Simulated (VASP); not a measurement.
# Sb (Fm-3m) in VASP: further runs

Sb is run at these levels: r2SCAN; tasks: single point.

Program: VASP 6.6.1. These are calculated values, not measurements. Logs are shortened: lines on timing, memory, paths and dates and some standing lists are left out, and cuts for length are marked.

## 1. The cell of the first run

It takes space group Fm-3m (No. 225, cubic). Conventional cell: a = 4.642 Å, b = 4.642 Å, c = 4.642 Å, α = 90.00°, β = 90.00°, γ = 90.00°. Within 4.3 Å of Sb (site symmetry m-3m) lie 12 Sb at 3.28 Å.

## 2. Single point, r2SCAN (volume scaled by 0.92)

Contents of POSCAR:

```
Sb
1.0
    0.0000000000      2.3210447907      2.3210447907
    2.3210447907      0.0000000000      2.3210447907
    2.3210447907      2.3210447907      0.0000000000
Sb
1
Direct
    0.0000000000      0.0000000000      0.0000000000
```

Contents of INCAR.step1:

```
PREC = Accurate ; ENCUT = 520
ISMEAR = -1 ; SIGMA = 0.1
LREAL = False ; LASPH = True
NELM = 60 ; NBANDS = 8
GGA = PE ; ALGO = Normal
EDIFF = 1E-4 ; LWAVE = True
LCHARG = False
```

Contents of INCAR.step2:

```
PREC = Accurate ; ENCUT = 520
EDIFF = 1E-6 ; ISMEAR = -1
SIGMA = 0.1 ; LREAL = False
LASPH = True ; NELM = 60
ALGO = Normal ; ISIF = 2
LWAVE = False ; LCHARG = True
METAGGA = R2SCAN ; LMIXTAU = True
LELF = True ; LVHAR = True
NBANDS = 8 ; ISTART = 1
```

Contents of KPOINTS:

```
Automatic mesh
0
Gamma
  13 13 13
```

Potentials or basis: VASP PAW PBE potentials, release 64 (Sb).

The run is started by

```
$ cat potpaw_PBE.64/Sb/POTCAR > POTCAR
$ cp INCAR.step1 INCAR
$ mpirun -np 1 vasp_std > vasp.out
$ cp INCAR.step2 INCAR
$ mpirun -np 1 vasp_std > vasp.out
```

OUTCAR:

```text
PREC = Accurate
   ENCUT = 520
   EDIFF = 1E-6
   ISMEAR = -1
   LREAL = False
   LASPH = True
   NELM = 60
   ISIF = 2
   METAGGA = R2SCAN
   ISTART = 1

 ion  position               nearest neighbor table
   1  0.000  0.000  0.000-

  LATTYP: Found a face centered cubic cell.
 ALAT       =     4.6420895814

  Lattice vectors:

 A1 = (   0.0000000000,   2.3210447907,   2.3210447907)
 A2 = (   2.3210447907,   0.0000000000,   2.3210447907)
 A3 = (   2.3210447907,   2.3210447907,   0.0000000000)

Analysis of symmetry for initial positions (statically):
=====================================================================
 Subroutine PRICEL returns:
 Original cell was already a primitive cell.

 Routine SETGRP: Setting up the symmetry group for a
 face centered cubic supercell.

 Subroutine GETGRP returns: Found 48 space group operations
 (whereof 48 operations were pure point group operations)
 out of a pool of 48 trial point group operations.

The static configuration has the point symmetry O_h .

Analysis of symmetry for dynamics (positions and initial velocities):
=====================================================================
 Subroutine PRICEL returns:
 Original cell was already a primitive cell.

 Routine SETGRP: Setting up the symmetry group for a
 face centered cubic supercell.

 Subroutine GETGRP returns: Found 48 space group operations
 (whereof 48 operations were pure point group operations)
 out of a pool of 48 trial point group operations.

The dynamic configuration has the point symmetry O_h .

 Subroutine INISYM returns: Found 48 space group operations
 (whereof 48 operations are pure point group operations),
 and found     1 'primitive' translations

----------------------------------------------------------------------------------------

                                     Primitive cell

  volume of cell :      25.0081

  direct lattice vectors                    reciprocal lattice vectors
     0.000000000  2.321044791  2.321044791    -0.215420229  0.215420229  0.215420229
     2.321044791  0.000000000  2.321044791     0.215420229 -0.215420229  0.215420229
     2.321044791  2.321044791  0.000000000     0.215420229  0.215420229 -0.215420229

  length of vectors
     3.282453022  3.282453022  3.282453022     0.373118781  0.373118781  0.373118781

  position of ions in fractional coordinates (direct lattice)
     0.000000000  0.000000000  0.000000000

  ion indices of the primitive-cell ions
   primitive index   ion index
                 1           1

----------------------------------------------------------------------------------------

 KPOINTS: Automatic mesh

Automatic generation of k-mesh.
 Grid dimensions read from file:
 generate k-points for:   13   13   13

 Generating k-lattice:

  Cartesian coordinates                     Fractional coordinates (reciprocal lattice)
    -0.016570787  0.016570787  0.016570787     0.076923077  0.000000000  0.000000000
     0.016570787 -0.016570787  0.016570787     0.000000000  0.076923077  0.000000000
     0.016570787  0.016570787 -0.016570787     0.000000000  0.000000000  0.076923077

  Length of vectors
     0.028701445  0.028701445  0.028701445

  Shift w.r.t. Gamma in fractional coordinates (k-lattice)
     0.000000000  0.000000000  0.000000000

 Subroutine IBZKPT returns following result:
 ===========================================

 Found     84 irreducible k-points:

 Following reciprocal coordinates:
            Coordinates               Weight
  0.000000  0.000000  0.000000      1.000000
  0.076923  0.000000  0.000000      8.000000
  0.153846  0.000000  0.000000      8.000000
  0.230769  0.000000  0.000000      8.000000
  0.307692  0.000000  0.000000      8.000000
  0.384615  0.000000  0.000000      8.000000
[... 16 lines left out ...]
  0.384615  0.153846  0.000000     24.000000
  0.461538  0.153846  0.000000     24.000000
 [... further k-points ...]
   k-points           NKPTS =     84   k-points in BZ     NKDIM =     84   number of bands    NBANDS=      8
   number of dos      NEDOS =    301   number of ions     NIONS =      1
   total plane-waves  NPLWV =  13824
   dimension x,y,z NGX =    24 NGY =   24 NGZ =   24
   dimension x,y,z NGXF=    48 NGYF=   48 NGZF=   48
   ions per type =               1
   NGX,Y,Z   is equivalent  to a cutoff of  12.16, 12.16, 12.16 a.u.
   NGXF,Y,Z  is equivalent  to a cutoff of  24.31, 24.31, 24.31 a.u.
 SYSTEM =  unknown system
   PREC   = accura    normal or accurate (medium, high low for compatibility)
   ISTART =      1    job   : 0-new  1-cont  2-samecut
   ICHARG =      0    charge: 1-file 2-atom 10-const
   ISPIN  =      1    spin polarized calculation?
   LNONCOLLINEAR =      F non collinear calculations
   LSORBIT =      F    spin-orbit coupling
   LASPH  =      T    aspherical Exc in radial PAW
   ENCUT  =  520.0 eV  38.22 Ry    6.18 a.u.   6.10  6.10  6.10*2*pi/ulx,y,z
   NELM   =     60;   NELMIN=  2; NELMDL=  0     # of ELM steps
   EDIFF  = 0.1E-05   stopping-criterion for ELM
   LREAL  =      F    real-space projection
[... 7 lines left out ...]
   TEBEG  =    0.0;   TEEND  =   0.0 temperature during run
   PSTRESS=    0.0 pullay stress
   NELECT =       5.0000    total number of electrons
   NUPDOWN=      -1.0000    fix difference up-down
   EMIN   =  10.00;   EMAX   =-10.00  energy-range for DOS
   EFERMI =   0.00;   METHOD = LEGACY
   ISMEAR =    -1;   SIGMA  =   0.10  broadening in eV -4-tet -1-fermi 0-gaus
   EFERMI_NEDOS =   21; number of points for ismear=-14 and -15
   IALGO  =     38    algorithm
   IMIX   =      4    mixing-type and parameters
     AMIX     =   0.40;   BMIX     =  1.00
     AMIX_MAG =   1.60;   BMIX_MAG =  1.00
  volume/ion in A,a.u.               =      25.01       168.76
  Fermi-wavevector in a.u.,A,eV,Ry     =   0.957278  1.808993 12.468117  0.916381
  Thomas-Fermi vector in A             =   2.086281
   LORBIT       =      0    0 simple, 1 ext, 2 COOP (PROOUT), +10 PAW based schemes
   METAGGA = R2SCAN    functional components
   LHFCALC =     F    Hartree Fock is set to
   AEXX    =    0.0000 exact exchange contribution
   IVDW    =     0    specifies the selected vdW correction
   LEPSILON=     F    determine dielectric tensor
   LRPA    =     F    only Hartree local field effects (RPA)
 non-spin polarized calculation
  energy-cutoff  :      520.00
  volume of cell :       25.01
 maximum number of plane-waves:       686
   NGX = 13   NGY = 13   NGZ = 13

 number of electron       5.0000000 magnetization

 Free energy of the ion-electron system (eV)
  ---------------------------------------------------
  ext. energy  EPLUGINS =         0.00000000
  ---------------------------------------------------
  free energy    TOTEN  =       -25.19971885 eV

  energy without entropy =      -25.17777002  energy(sigma->0) =      -25.18874443

 E-fermi :   9.4789     XC(G=0): -11.1909

 val. band max:        9.4564271651   @ k =  -0.4615   0.3846   0.1538
 cond. band min:       9.4922008331   @ k =   0.4615   0.2308   0.0000
 fundamental gap:      0.0357736679
 Fermi energy:         9.4788978983

 k-point     1 :       0.0000    0.0000    0.0000
  band No.  band energies     occupation
      1      -4.7456      2.00000
      2      15.7082      0.00000
      3      15.7082      0.00000
      4      15.7082      0.00000
      5      20.1406      0.00000
      6      20.1406      0.00000
      7      20.1406      0.00000
      8      20.4455      0.00000

 k-point     2 :       0.0769    0.0000    0.0000
  band No.  band energies     occupation
      1      -4.6124      2.00000
      2      14.4228      0.00000
      3      15.5095      0.00000
      4      15.5095      0.00000
      5      19.2782      0.00000
      6      20.4517      0.00000
      7      20.4517      0.00000
      8      22.2337      0.00000

 k-point     3 :       0.1538    0.0000    0.0000
  band No.  band energies     occupation
      1      -4.2138      2.00000
      2      11.9329      0.00000
      3      15.0591      0.00000
      4      15.0591      0.00000
      5      18.8604      0.00000
      6      21.0543      0.00000
      7      21.0543      0.00000
      8      22.9280      0.00000

 k-point     4 :       0.2308    0.0000    0.0000
  band No.  band energies     occupation
      1      -3.5541      2.00000
      2       9.3140      1.67757
      3      14.5680      0.00000
      4      14.5680      0.00000
      5      18.6245      0.00000
      6      20.8318      0.00000
      7      20.8318      0.00000
      8      22.5132      0.00000

 k-point     5 :       0.3077    0.0000    0.0000
  band No.  band energies     occupation
      1      -2.6472      2.00000
      2       6.8512      2.00000
      3      14.1499      0.00000
      4      14.1499      0.00000
      5      18.5371      0.00000
      6      20.1108      0.00000
      7      20.1108      0.00000
      8      21.4258      0.00000
[... 177 lines left out ...]
 k-point    22 :       0.3077    0.1538    0.0000
  band No.  band energies     occupation
      1      -2.8081      2.00000
      2       8.7734      1.99827
      3      12.4360      0.00000
      4      12.7407      0.00000
      5      17.0114      0.00000
      6      19.1323      0.00000
      7      22.9845      0.00000
      8      23.0065      0.00000

 k-point    23 :       0.3846    0.1538    0.0000
  band No.  band energies     occupation
      1      -1.8318      2.00000
      2       6.4716      2.00000
      3      11.9437      0.00000
      4      12.2359      0.00000
      5      16.6803      0.00000
      6      20.5272      0.00000
      7      22.1731      0.00000
      8      22.9131      0.00000

 k-point    24 :       0.4615    0.1538    0.0000
  band No.  band energies     occupation
      1      -0.7061      2.00000
      2       4.4931      2.00000
      3      11.2184      0.00000
      4      12.2847      0.00000
      5      16.5908      0.00000
      6      21.3921      0.00000
      7      21.4598      0.00000
      8      23.5790      0.00000

 [... further k-points ...]

------------------------ aborting loop because EDIFF is reached ----------------------------------------

  FORCE on cell =-STRESS in cart. coord.  units (eV):
  Direction    XX          YY          ZZ          XY          YZ          ZX
  --------------------------------------------------------------------------------------
  -------------------------------------------------------------------------------------
  Total        0.9356495      0.9356495      0.9356495      0.0000000     -0.0000000      0.0000000
  in kB       59.9436521     59.9436521     59.9436521      0.0000000     -0.0000000      0.0000000
  external PRESSURE =      59.9436521 kB  Pullay stress =       0.0000000 kB

 VOLUME and BASIS-vectors are now :
 -----------------------------------------------------------------------------
  energy-cutoff  :      520.00
  volume of cell :       25.01
      direct lattice vectors                 reciprocal lattice vectors
     0.000000000  2.321044791  2.321044791    -0.215420229  0.215420229  0.215420229
     2.321044791  0.000000000  2.321044791     0.215420229 -0.215420229  0.215420229
     2.321044791  2.321044791  0.000000000     0.215420229  0.215420229 -0.215420229

 POSITION                                       TOTAL-FORCE (eV/Angst)
 -----------------------------------------------------------------------------------
      0.00000      0.00000      0.00000         0.000000     -0.000000     -0.000000
 -----------------------------------------------------------------------------------
    total drift:                                0.000000     -0.000000     -0.000000

  FREE ENERGIE OF THE ION-ELECTRON SYSTEM (eV)
  ---------------------------------------------------
  free  energy   TOTEN  =       -25.1997188505 eV

  energy  without entropy=      -25.1777700171  energy(sigma->0) =      -25.18874443
```

Wall time 31 s (1 thread of Intel Xeon 6975P-C, shared host); peak memory 0.15 GiB.

What came out:

```
Free energy : -25.1997 eV
Pressure    : 6.0 GPa
```

Caveat: the PAW data sets were made with another functional, which shifts forces and pressure a little; spin-orbit coupling is left out, which moves the levels of the heavy elements.

(Part 1 of 3 ends here.)
